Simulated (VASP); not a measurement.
# Pt in VASP: notebook, part 2 of 2

VASP 6.6.1.

**3. Single point, PBE**

This run uses another cell than the first one, of 15.64 Å³/atom, 0.961 times its volume.

File INCAR:

```
ALGO = Fast
EDIFF = 1E-6
ENCUT = 520
GGA = PE
ISIF = 2
ISMEAR = 0
ISYM = 0
LASPH = True
LCHARG = False
LREAL = False
LWAVE = False
NBANDS = 11
NELM = 100
PREC = Accurate
SIGMA = 0.1
```

File KPOINTS:

```
k-points
0
Gamma
  12 12 17
```

File POSCAR:

```
Pt
1.0
    2.8072917784      0.0000000000      0.0000000000
    0.0000000000      2.8072917784      0.0000000000
    1.4036458892      1.4036458892      1.9850550533
Pt
1
Direct
    0.0000000000      0.0000000000      0.0000000000
```

Potentials or basis: VASP PAW PBE potentials, release 64 (Pt).

Launch:

```
cat potpaw_PBE.64/Pt/POTCAR > POTCAR
mpirun -np 1 vasp_std > vasp.out
```

OUTCAR:

```text
EDIFF = 1E-6
   ENCUT = 520
   GGA = PE
   ISIF = 2
   ISMEAR = 0
   ISYM = 0
   LASPH = True
   LREAL = False
   NELM = 100
   PREC = Accurate

 ion  position               nearest neighbor table
   1  0.000  0.000  0.000-

IMPORTANT INFORMATION: All symmetrisations will be switched off!
NOSYMM: (Re-)initialisation of all symmetry stuff for point group C_1.

----------------------------------------------------------------------------------------

                                     Primitive cell

[... 495 lines left out ...]
      5       9.5716      2.00000
      6      12.2425      0.00000
      7      19.0106      0.00000
      8      25.1984      0.00000
      9      27.3877      0.00000
     10      30.8201      0.00000
     11      34.5814      0.00000

 [... further k-points ...]
[... 5 lines left out ...]
  --------------------------------------------------------------------------------------
  -------------------------------------------------------------------------------------
  Total       -0.0532778     -0.0532775     -0.0171571     -0.0025501     -0.0031812     -0.0031815
  in kB       -5.4564392     -5.4564079     -1.7571447     -0.2611703     -0.3258066     -0.3258351
  external PRESSURE =      -4.2233306 kB  Pullay stress =       0.0000000 kB

 VOLUME and BASIS-vectors are now :
 -----------------------------------------------------------------------------
  energy-cutoff  :      520.00
  volume of cell :       15.64
      direct lattice vectors                 reciprocal lattice vectors
     2.807291778  0.000000000  0.000000000     0.356215199  0.000000000 -0.251882183
     0.000000000  2.807291778  0.000000000     0.000000000  0.356215199 -0.251882183
     1.403645889  1.403645889  1.985055053     0.000000000  0.000000000  0.503764366

 POSITION                                       TOTAL-FORCE (eV/Angst)
 -----------------------------------------------------------------------------------
      0.00000      0.00000      0.00000         0.000001      0.000001      0.000001
 -----------------------------------------------------------------------------------
    total drift:                                0.000001      0.000001      0.000001

  FREE ENERGIE OF THE ION-ELECTRON SYSTEM (eV)
  ---------------------------------------------------
  free  energy   TOTEN  =        -6.1039802592 eV

  energy  without entropy=       -6.0928090576  energy(sigma->0) =       -6.09839466
```

OSZICAR:

```text
N       E                     dE             d eps       ncg     rms          rms(c)
DAV:   1     0.395951143218E+02    0.39595E+02   -0.53302E+03 27500   0.840E+02
DAV:   2    -0.586239974384E+01   -0.45458E+02   -0.43570E+02 30730   0.175E+02
DAV:   3    -0.648024805149E+01   -0.61785E+00   -0.61311E+00 31497   0.194E+01
DAV:   4    -0.648271264645E+01   -0.24646E-02   -0.24644E-02 31028   0.145E+00
DAV:   5    -0.648273299890E+01   -0.20352E-04   -0.20353E-04 31561   0.122E-01    0.116E+01
RMM:   6    -0.614049871978E+01    0.34223E+00   -0.35954E-01 27086   0.510E+00    0.614E+00
RMM:   7    -0.610701960878E+01    0.33479E-01   -0.65605E-02 28458   0.236E+00    0.247E+00
RMM:   8    -0.610431898469E+01    0.27006E-02   -0.80673E-03 28466   0.771E-01    0.603E-01
RMM:   9    -0.610396326276E+01    0.35572E-03   -0.92731E-04 30515   0.264E-01    0.389E-02
RMM:  10    -0.610397860060E+01   -0.15338E-04   -0.13455E-04 31428   0.875E-02    0.454E-02
RMM:  11    -0.610397969912E+01   -0.10985E-05   -0.13675E-05 31054   0.258E-02    0.748E-03
RMM:  12    -0.610398025923E+01   -0.56010E-06   -0.35400E-06 25391   0.130E-02
   1 F= -.61039803E+01 E0= -.60983947E+01  d E =-.111712E-01
```

It took 60 s on 1 thread of Intel Xeon 6975P-C (Granite Rapids), shared host; peak memory 0.32 GiB.

What came out:

```
Free energy            : -6.1040 eV
Pressure               : -0.4 GPa
Band gap on the k mesh : zero (band 5 reaches 11.03 eV, above the bottom of band 6 at 8.94 eV)
```

Levels at points of the mesh, in eV from the Fermi level:
```tsv
k point	band 2	band 3	band 4	band 5	band 6	band 7	band 8	band 9
(0.00, 0.00, 0.00)	-3.57	-3.57	-3.57	-1.54	-1.54	14.73	19.49	19.49
(0.50, 0.00, 0.00)	-3.63	-3.63	-0.33	0.03	0.03	5.57	14.29	18.72
(0.00, 0.50, 0.00)	-3.63	-3.63	-0.33	0.03	0.03	5.57	14.29	18.72
(0.50, 0.50, 0.00)	-6.24	0.00	0.45	0.46	1.85	8.49	11.27	11.28
```

Caveat: spin-orbit coupling is left out, which moves the levels of the heavy elements.

**4. Single point, PBE (the cell strained at random)**

File INCAR:

```
SYSTEM = Pt
  PREC = Accurate
  ENCUT = 520
  EDIFF = 1E-7
  ISMEAR = 0
  SIGMA = 0.1
  LREAL = .False.
  LASPH = .True.
  NELM = 60
  ALGO = Fast
  ISIF = 2
  LWAVE = .False.
  LCHARG = .False.
  GGA = PE
  NBANDS = 11
```

File KPOINTS:

```
regular mesh
0
Gamma
  16 16 16
  0 0 0
```

File POSCAR:

```
Pt
1.0
    0.0080469690      1.9680810800      1.9623052750
    1.9325060370      0.0113558200      1.9589964240
    1.9317816140      1.9640478060      0.0120802430
Pt
1
Direct
    0.0000000000      0.0000000000      0.0000000000
```

Potentials or basis: VASP PAW PBE potentials, release 64 (Pt).

Launch:

```
cat potpaw_PBE.64/Pt/POTCAR > POTCAR
mpirun -np 1 vasp_std > vasp.out
```

OUTCAR:

```text
SYSTEM = Pt
   PREC = Accurate
   ENCUT = 520
   EDIFF = 1E-7
   ISMEAR = 0
   LREAL = .False.
   LASPH = .True.
   NELM = 60
   ISIF = 2
   GGA = PE

 ion  position               nearest neighbor table
   1  0.000  0.000  0.000-

  LATTYP: Found a triclinic cell.
 ALAT       =     2.7393701698
 B/A-ratio  =     1.4270658379
 C/A-ratio  =     1.0018757667
 COS(alpha) =     0.0024389105
 COS(beta)  =     0.4943312570
 COS(gamma) =     0.7103474141

  Lattice vectors:

 A1 = (  -1.9237346450,   0.0040332740,   1.9502250320)
[... 511 lines left out ...]
      4       8.1223      2.00000
      5       9.6137      2.00000
      6      10.0604      2.00000
      7      27.6497      0.00000
      8      28.2771      0.00000
      9      31.7110      0.00000
     10      33.3667      0.00000
     11      36.9908      0.00000

 [... further k-points ...]
[... 5 lines left out ...]
  --------------------------------------------------------------------------------------
  -------------------------------------------------------------------------------------
  Total        1.5761935      1.4002698      1.4377695     -0.0343866     -0.0512920     -0.0438746
  in kB      170.9088076    151.8331601    155.8993017     -3.7285894     -5.5616562     -4.7573871
  external PRESSURE =     159.5470898 kB  Pullay stress =       0.0000000 kB

 VOLUME and BASIS-vectors are now :
 -----------------------------------------------------------------------------
  energy-cutoff  :      520.00
  volume of cell :       14.78
      direct lattice vectors                 reciprocal lattice vectors
     0.008046969  1.968081080  1.962305275    -0.260384150  0.254535642  0.255387644
     1.932506037  0.011355820  1.958996424     0.259224227 -0.256541597  0.256233676
     1.931781614  1.964047806  0.012080243     0.259420069  0.255577515 -0.257393599

 POSITION                                       TOTAL-FORCE (eV/Angst)
 -----------------------------------------------------------------------------------
      0.00000      0.00000      0.00000        -0.000000      0.000000     -0.000000
 -----------------------------------------------------------------------------------
    total drift:                                0.000000      0.000000      0.000000

  FREE ENERGIE OF THE ION-ELECTRON SYSTEM (eV)
  ---------------------------------------------------
  free  energy   TOTEN  =        -6.0606964567 eV

  energy  without entropy=       -6.0499969378  energy(sigma->0) =       -6.05534670
```

Run time: 87 s. Hardware: 1 thread of Intel Xeon 6975P-C (Granite Rapids), shared host; peak memory 0.42 GiB.

Results:

| Property | Result |
| --- | --- |
| Free energy | -6.0607 eV |
| Pressure | 16.0 GPa |
| Band gap on the k mesh | zero (band 5 reaches 12.25 eV, above the bottom of band 6 at 9.94 eV) |

Caveat: the cell differs from its parent crystal (the cell strained at random); spin-orbit coupling is left out, which moves the levels of the heavy elements.

**5. The runs side by side**

| cell | k mesh | gap on the mesh (eV) | pressure (GPa) |
| --- | --- | --- | --- |
| a = 2.845 Å, angles 60.0°, 1 atom | 18 × 18 × 18 | none | -9.3 |
| a = 2.807 Å, angles 60.0, 60.0, 90.0°, 1 atom | 12 × 12 × 17 | none | -0.4 |
| a = 2.779, b = 2.752, c = 2.755 Å, angles 60.1, 59.3, 59.5°, 1 atom | 16 × 16 × 16 | none | 16.0 |

Alike in all rows: task single point; level PBE; potentials or basis VASP PAW PBE potentials, release 64 (Pt); no spin polarisation; cutoff (eV) 520; smearing gaussian 0.1 eV.

Caveats: spin-orbit coupling is left out, which moves the levels of the heavy elements.

Absolute energies hang on the potentials; compare differences alone.
